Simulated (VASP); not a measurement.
# FeO (R-3m) in VASP: settings compared

Aim: see how the results for FeO move with the level of theory and the settings. Levels: r2SCAN, PBE. Tasks: single point.

Program: VASP 6.6.1. These are calculated values, not measurements. Logs are shortened: lines on timing, memory, paths and dates and some standing lists are left out, and cuts for length are marked.

## 1. The cell of the first run

The structure is trigonal, space group R-3m (No. 166). The conventional cell has a = 3.038 Å, b = 3.038 Å, c = 7.559 Å, α = 90.00°, β = 90.00°, γ = 120.00°. Fe (site symmetry -3m) has 6 O at 2.16 Å within 2.9 Å. O (site symmetry -3m) has 6 Fe at 2.16 Å within 2.9 Å.

## 2. Single point, r2SCAN, collinear spin, ferromagnetic start

POSCAR

```
FeO
1.0
    1.5188209023      0.8768916568      2.5195772846
   -1.5188209023      0.8768916568      2.5195772846
    0.0000000000     -1.7537833136      2.5195772846
Fe O
1 1
Direct
    0.0000000000      0.0000000000      0.0000000000
    0.5000000000      0.5000000000      0.5000000000
```

INCAR.step1

```
ALGO     = Normal         # electronic algorithm
EDIFF    = 1E-4           # SCF threshold, eV
ENCUT    = 520            # plane-wave cutoff, eV
GGA      = PE             # functional
ISMEAR   = -1             # smearing method
ISPIN    = 2              # spin polarisation
LASPH    = True           # aspherical terms in the spheres
LCHARG   = False          # write CHGCAR
LMAXMIX  = 4              # l up to which the mixer works
LREAL    = False          # projectors in reciprocal space
LWAVE    = True           # write WAVECAR
MAGMOM   = 3 0            # initial moments
NBANDS   = 18             # bands
NELM     = 150            # most SCF steps
PREC     = Accurate       # precision mode
SIGMA    = 0.05           # smearing width, eV
```

INCAR.step2

```
ALGO     = Normal         # electronic algorithm
EDIFF    = 1E-6           # SCF threshold, eV
ENCUT    = 520            # plane-wave cutoff, eV
ISIF     = 2              # what is computed and relaxed
ISMEAR   = -1             # smearing method
ISPIN    = 2              # spin polarisation
ISTART   = 1            
LASPH    = True           # aspherical terms in the spheres
LCHARG   = True           # write CHGCAR
LELF     = True           # ELF
LMAXMIX  = 4              # l up to which the mixer works
LMIXTAU  = True         
LORBIT   = 11             # projections on sites
LREAL    = False          # projectors in reciprocal space
LVHAR    = True         
LWAVE    = False          # write WAVECAR
MAGMOM   = 3 0            # initial moments
METAGGA  = R2SCAN         # meta-GGA
NBANDS   = 18             # bands
NELM     = 150            # most SCF steps
PREC     = Accurate       # precision mode
SIGMA    = 0.05           # smearing width, eV
```

KPOINTS

```
k-points
0
Gamma
  11 11 11
```

Potentials or basis: VASP PAW PBE potentials, release 64 (Fe, O).

On the command line:

```sh
cat potpaw_PBE.64/Fe/POTCAR potpaw_PBE.64/O/POTCAR > POTCAR
cp INCAR.step1 INCAR
mpirun -np 1 vasp_std > vasp.out
cp INCAR.step2 INCAR
mpirun -np 1 vasp_std > vasp.out
```

OUTCAR:

```text
EDIFF = 1E-6
   ENCUT = 520
   ISIF = 2
   ISMEAR = -1
   ISPIN = 2
   ISTART = 1
   LASPH = True
   LORBIT = 11
   LREAL = False
   METAGGA = R2SCAN
   NELM = 150
   PREC = Accurate

 ion  position               nearest neighbor table
   1  0.000  0.000  0.000-   2 2.16   2 2.16   2 2.16   2 2.16   2 2.16   2 2.16
   2  0.500  0.500  0.500-   1 2.16   1 2.16   1 2.16   1 2.16   1 2.16   1 2.16

  LATTYP: Found a trigonal (rhomboedric) cell.
 ALAT       =     3.0698575869
 COS(alpha) =     0.5104391626

  Lattice vectors:

 A1 = (   1.5188209023,   0.8768916568,   2.5195772846)
 A2 = (  -1.5188209023,   0.8768916568,   2.5195772846)
 A3 = (   0.0000000000,  -1.7537833136,   2.5195772846)

Analysis of symmetry for initial positions (statically):
=====================================================================
 Subroutine PRICEL returns:
 Original cell was already a primitive cell.

 Routine SETGRP: Setting up the symmetry group for a
 trigonal (rhombohedral) supercell.

 Subroutine GETGRP returns: Found 12 space group operations
 (whereof 12 operations were pure point group operations)
 out of a pool of 12 trial point group operations.

The static configuration has the point symmetry D_3d.

Analysis of symmetry for dynamics (positions and initial velocities):
=====================================================================
 Subroutine PRICEL returns:
 Original cell was already a primitive cell.

 Routine SETGRP: Setting up the symmetry group for a
 trigonal (rhombohedral) supercell.

 Subroutine GETGRP returns: Found 12 space group operations
 (whereof 12 operations were pure point group operations)
 out of a pool of 12 trial point group operations.

The dynamic configuration has the point symmetry D_3d.

Analysis of structural, dynamic, and magnetic symmetry:
=====================================================================
 Subroutine PRICEL returns:
 Original cell was already a primitive cell.

 Routine SETGRP: Setting up the symmetry group for a
 trigonal (rhombohedral) supercell.

 Subroutine GETGRP returns: Found 12 space group operations
 (whereof 12 operations were pure point group operations)
 out of a pool of 12 trial point group operations.

The overall configuration has the point symmetry D_3d.

 Subroutine INISYM returns: Found 12 space group operations
 (whereof 12 operations are pure point group operations),
 and found     1 'primitive' translations

----------------------------------------------------------------------------------------

                                     Primitive cell

  volume of cell :      20.1341

  direct lattice vectors                    reciprocal lattice vectors
     1.518820902  0.876891657  2.519577285     0.329202738  0.190065290  0.132297324
    -1.518820902  0.876891657  2.519577285    -0.329202738  0.190065290  0.132297324
     0.000000000 -1.753783314  2.519577285     0.000000000 -0.380130579  0.132297324

  length of vectors
     3.069857587  3.069857587  3.069857587     0.402494521  0.402494521  0.402494521

  position of ions in fractional coordinates (direct lattice)
     0.000000000  0.000000000  0.000000000
     0.500000000  0.500000000  0.500000000

  ion indices of the primitive-cell ions
   primitive index   ion index
                 1           1
                 2           2

----------------------------------------------------------------------------------------

 KPOINTS: k-points

Automatic generation of k-mesh.
 Grid dimensions read from file:
 generate k-points for:   11   11   11

 Generating k-lattice:

  Cartesian coordinates                     Fractional coordinates (reciprocal lattice)
     0.029927522  0.017278663  0.012027029     0.090909091 -0.000000000  0.000000000
    -0.029927522  0.017278663  0.012027029    -0.000000000  0.090909091  0.000000000
     0.000000000 -0.034557325  0.012027029     0.000000000  0.000000000  0.090909091

  Length of vectors
     0.036590411  0.036590411  0.036590411

  Shift w.r.t. Gamma in fractional coordinates (k-lattice)
     0.000000000  0.000000000  0.000000000

 Subroutine IBZKPT returns following result:
 ===========================================

 Found    146 irreducible k-points:

 Following reciprocal coordinates:
            Coordinates               Weight
  0.000000  0.000000  0.000000      1.000000
  0.090909  0.000000 -0.000000      6.000000
  0.181818  0.000000 -0.000000      6.000000
  0.272727  0.000000  0.000000      6.000000
  0.363636  0.000000  0.000000      6.000000
  0.454545  0.000000 -0.000000      6.000000
[... 16 lines left out ...]
 -0.272727  0.181818  0.000000     12.000000
 -0.181818  0.181818  0.000000      6.000000
 [... further k-points ...]
   k-points           NKPTS =    146   k-points in BZ     NKDIM =    146   number of bands    NBANDS=     18
   number of dos      NEDOS =    301   number of ions     NIONS =      2
   total plane-waves  NPLWV =  13824
   dimension x,y,z NGX =    24 NGY =   24 NGZ =   24
   dimension x,y,z NGXF=    48 NGYF=   48 NGZF=   48
   ions per type =               1   1
   NGX,Y,Z   is equivalent  to a cutoff of  13.00, 13.00, 13.00 a.u.
   NGXF,Y,Z  is equivalent  to a cutoff of  25.99, 25.99, 25.99 a.u.
 SYSTEM =  unknown system
   PREC   = accura    normal or accurate (medium, high low for compatibility)
   ISTART =      1    job   : 0-new  1-cont  2-samecut
   ICHARG =      0    charge: 1-file 2-atom 10-const
   ISPIN  =      2    spin polarized calculation?
   LNONCOLLINEAR =      F non collinear calculations
   LSORBIT =      F    spin-orbit coupling
   LASPH  =      T    aspherical Exc in radial PAW
   ENCUT  =  520.0 eV  38.22 Ry    6.18 a.u.   5.71  5.71  5.71*2*pi/ulx,y,z
   NELM   =    150;   NELMIN=  2; NELMDL=  0     # of ELM steps
   EDIFF  = 0.1E-05   stopping-criterion for ELM
   LREAL  =      F    real-space projection
   EDIFFG = 0.1E-04   stopping-criterion for IOM
   NSW    =      0    number of steps for IOM
   IBRION =     -1    ionic relax: 0-MD 1-quasi-New 2-CG
   NFREE  =      0    steps in history (QN), initial steepest desc. (CG)
   ISIF   =      2    stress and relaxation
   ISYM   =      2    0-nonsym 1-usesym 2-fastsym
   POTIM  = 0.5000    time-step for ionic-motion
   TEBEG  =    0.0;   TEEND  =   0.0 temperature during run
   PSTRESS=    0.0 pullay stress
   NELECT =      14.0000    total number of electrons
   NUPDOWN=      -1.0000    fix difference up-down
   EMIN   =  10.00;   EMAX   =-10.00  energy-range for DOS
   EFERMI =   0.00;   METHOD = LEGACY
   ISMEAR =    -1;   SIGMA  =   0.05  broadening in eV -4-tet -1-fermi 0-gaus
   EFERMI_NEDOS =   21; number of points for ismear=-14 and -15
   IALGO  =     38    algorithm
   IMIX   =      4    mixing-type and parameters
     AMIX     =   0.40;   BMIX     =  1.00
     AMIX_MAG =   1.60;   BMIX_MAG =  1.00
  volume/ion in A,a.u.               =      10.07        67.94
  Fermi-wavevector in a.u.,A,eV,Ry     =   1.450353  2.740770 28.620176  2.103524
  Thomas-Fermi vector in A             =   2.567975
   LORBIT       =     11    0 simple, 1 ext, 2 COOP (PROOUT), +10 PAW based schemes
   METAGGA = R2SCAN    functional components
   LHFCALC =     F    Hartree Fock is set to
   AEXX    =    0.0000 exact exchange contribution
   IVDW    =     0    specifies the selected vdW correction
   LEPSILON=     F    determine dielectric tensor
   LRPA    =     F    only Hartree local field effects (RPA)
 spin polarized calculation
  energy-cutoff  :      520.00
  volume of cell :       20.13
 maximum number of plane-waves:       556
   NGX = 11   NGY = 11   NGZ = 11

 number of electron      13.9999999 magnetization       4.0011676

 Free energy of the ion-electron system (eV)
  ---------------------------------------------------
  ext. energy  EPLUGINS =         0.00000000
  ---------------------------------------------------
  free energy    TOTEN  =       -22.81090340 eV

  energy without entropy =      -22.79965678  energy(sigma->0) =      -22.80528009

 E-fermi :   6.5021     XC(G=0): -12.7439

 val. band max:        6.4972795259   @ k =  -0.3636   0.4545   0.3636
 cond. band min:       6.5025323801   @ k =   0.4545   0.2727   0.2727
 fundamental gap:      0.0052528542
 Fermi energy:         6.5020748698

 spin component 1

 k-point     1 :       0.0000    0.0000    0.0000
  band No.  band energies     occupation
      1     -15.7730      1.00000
      2       1.5907      1.00000
      3       1.6316      1.00000
      4       1.6316      1.00000
      5       1.7004      1.00000
      6       1.7004      1.00000
[... 10 lines left out ...]
     17      27.5750      0.00000
     18      30.4557      0.00000

 k-point     2 :       0.0909    0.0000   -0.0000
  band No.  band energies     occupation
      1     -15.6950      1.00000
      2       0.9440      1.00000
      3       1.0085      1.00000
      4       1.0182      1.00000
      5       1.6657      1.00000
      6       1.6888      1.00000
[... 10 lines left out ...]
     17      28.4811      0.00000
     18      31.8305      0.00000
[... 442 lines left out ...]
 k-point    24 :      -0.1818    0.1818    0.0000
  band No.  band energies     occupation
      1     -15.1040      1.00000
      2      -1.5005      1.00000
      3      -0.6496      1.00000
      4       0.0387      1.00000
      5       1.9387      1.00000
      6       2.1608      1.00000
[... 10 lines left out ...]
     17      33.5410      0.00000
     18      35.2684      0.00000

 [... further k-points ...]

 spin component 2

 k-point     1 :       0.0000    0.0000    0.0000
  band No.  band energies     occupation
      1     -15.2340      1.00000
      2       2.6038      1.00000
      3       2.7103      1.00000
      4       2.7103      1.00000
      5       5.6804      1.00000
      6       5.7832      1.00000
[... 10 lines left out ...]
     17      29.7032      0.00000
     18      31.8958      0.00000

 k-point     2 :       0.0909    0.0000   -0.0000
  band No.  band energies     occupation
      1     -15.1518      1.00000
      2       2.0791      1.00000
      3       2.4018      1.00000
      4       2.4959      1.00000
      5       5.7870      1.00000
      6       5.8832      1.00000
[... 10 lines left out ...]
     17      30.3904      0.00000
     18      33.4719      0.00000
[... 442 lines left out ...]
 k-point    24 :      -0.1818    0.1818    0.0000
  band No.  band energies     occupation
      1     -14.5230      1.00000
      2      -0.4526      1.00000
      3       1.2535      1.00000
      4       1.3160      1.00000
      5       6.2203      0.99644
      6       6.4073      0.86944
[... 10 lines left out ...]
     17      34.6949      0.00000
     18      36.3194      0.00000

 [... further k-points ...]
[... 5 lines left out ...]
  --------------------------------------------------------------------------------------
  -------------------------------------------------------------------------------------
  Total       -0.8227327     -0.8227327     -0.9911716      0.0000000      0.0000000      0.0000000
  in kB      -65.4693273    -65.4693273    -78.8729373      0.0000000      0.0000000      0.0000000
  external PRESSURE =     -69.9371973 kB  Pullay stress =       0.0000000 kB

 VOLUME and BASIS-vectors are now :
 -----------------------------------------------------------------------------
  energy-cutoff  :      520.00
  volume of cell :       20.13
      direct lattice vectors                 reciprocal lattice vectors
     1.518820902  0.876891657  2.519577285     0.329202738  0.190065290  0.132297324
    -1.518820902  0.876891657  2.519577285    -0.329202738  0.190065290  0.132297324
     0.000000000 -1.753783314  2.519577285     0.000000000 -0.380130579  0.132297324

 POSITION                                       TOTAL-FORCE (eV/Angst)
 -----------------------------------------------------------------------------------
      0.00000      0.00000      0.00000         0.000000      0.000000      0.000000
      0.00000      0.00000      3.77937        -0.000000      0.000000      0.000000
 -----------------------------------------------------------------------------------
    total drift:                               -0.000000      0.000000     -0.000000

  FREE ENERGIE OF THE ION-ELECTRON SYSTEM (eV)
  ---------------------------------------------------
  free  energy   TOTEN  =       -22.8109034048 eV

  energy  without entropy=      -22.7996567762  energy(sigma->0) =      -22.80528009

 total charge

# of ion       s       p       d       tot
------------------------------------------
    1        0.278   0.357   6.059   6.694
    2        1.557   3.477   0.000   5.034
--------------------------------------------------
tot          1.835   3.833   6.059  11.728

 magnetization (x)

# of ion       s       p       d       tot
------------------------------------------
    1        0.028   0.017   3.639   3.685
    2        0.030   0.247   0.000   0.277
--------------------------------------------------
tot          0.058   0.264   3.639   3.962
```

Wall time 8.4 min (1 thread of Intel Xeon 8259CL, shared host); peak memory 0.22 GiB.

Results:

```yaml
Free_energy: -22.8109 eV
Pressure: -7.0 GPa
Band_gap_on_the_k_mesh: zero (filled and empty bands overlap)
Net_moment: 4.00 μB per cell
Site_moments: Fe +3.69; O +0.28 μB
Valence_electrons_inside_the_program's_atomic_spheres: Fe 6.69; O 5.03
```

Levels at points of the mesh, in eV from the Fermi level:
Spin up:
| k point | band 6 | band 7 | band 8 | band 9 | band 10 | band 11 | band 12 | band 13 |
| --- | --- | --- | --- | --- | --- | --- | --- | --- |
| (0.00, 0.00, 0.00) | -4.80 | -4.55 | -4.45 | -4.45 | -0.06 | 15.65 | 16.77 | 17.19 |
Spin down:
```tsv
k point	band 2	band 3	band 4	band 5	band 6	band 7	band 8	band 9
(0.00, 0.00, 0.00)	-3.90	-3.79	-3.79	-0.82	-0.72	-0.72	0.59	0.59
```

Caveat: the cell stands under tension; the PAW data sets were made with another functional, which shifts forces and pressure a little; a cell with one magnetic atom can't hold antiferromagnetic order, which such compounds often take; semilocal functionals often make such compounds metallic where correlation or magnetic order opens a gap, which also shifts bond lengths.

## 3. Single point, PBE, collinear spin, ferromagnetic start

INCAR

```
PREC = Accurate ; ENCUT = 520
EDIFF = 1E-7 ; ISMEAR = 0
SIGMA = 0.05 ; LREAL = False
LASPH = True ; NELM = 150
ALGO = Normal ; ISIF = 2
LWAVE = False ; LCHARG = False
ISPIN = 2 ; MAGMOM = 3 0
LORBIT = 11 ; LMAXMIX = 4
GGA = PE ; NBANDS = 18
```

KPOINTS

```
regular mesh
0
Gamma
  11 11 11
```

POSCAR

```
FeO
1.0
    3.0698575900      0.0000000000      0.0000000000
    1.5669755375      2.6398131160      0.0000000000
    1.5669755375      0.8921008073      2.4845058738
Fe O
1 1
Direct
    0.0000000000      0.0000000000      0.0000000000
    0.5000000000      0.5000000000      0.5000000000
```

Potentials or basis: VASP PAW PBE potentials, release 64 (Fe, O).

On the command line:

```sh
cat potpaw_PBE.64/Fe/POTCAR potpaw_PBE.64/O/POTCAR > POTCAR
mpirun -np 1 vasp_std > vasp.out
```

Wall time 2.3 min (1 thread of Intel Xeon 8259CL, shared host); peak memory 0.21 GiB.

The run converged. Its results:

```yaml
Free_energy: -14.9297 eV
Pressure: -1.1 GPa
Band_gap_on_the_k_mesh: zero (filled and empty bands overlap)
Net_moment: 4.00 μB per cell
Site_moments: Fe +3.62; O +0.30 μB
Valence_electrons_inside_the_program's_atomic_spheres: Fe 6.72; O 4.99
```

Stress tensor (GPa, compression positive):
```
-1.45 -0.34 -0.24
-0.34 -1.05 -0.13
-0.24 -0.13 -0.95
```

Levels at points of the mesh, in eV from the Fermi level:
Spin up:
```
           k point  band 6  band 7  band 8  band 9  band 10  band 11  band 12  band 13
(0.00, 0.00, 0.00)   -3.74   -3.74   -3.68   -3.68     0.06    15.45    16.72    17.13
```
Spin down:
| k point | band 1 | band 2 | band 3 | band 4 | band 5 | band 6 | band 7 | band 8 | band 9 | band 10 |
| --- | --- | --- | --- | --- | --- | --- | --- | --- | --- | --- |
| (0.00, 0.00, 0.00) | -20.15 | -3.29 | -3.18 | -3.18 | -0.79 | -0.70 | -0.70 | 0.20 | 0.20 | 0.86 |

Caveat: a cell with one magnetic atom can't hold antiferromagnetic order, which such compounds often take; semilocal functionals often make such compounds metallic where correlation or magnetic order opens a gap, which also shifts bond lengths. With open d or f shells a metallic result of PBE can be an artefact of self-interaction; +U or a hybrid may open a gap.
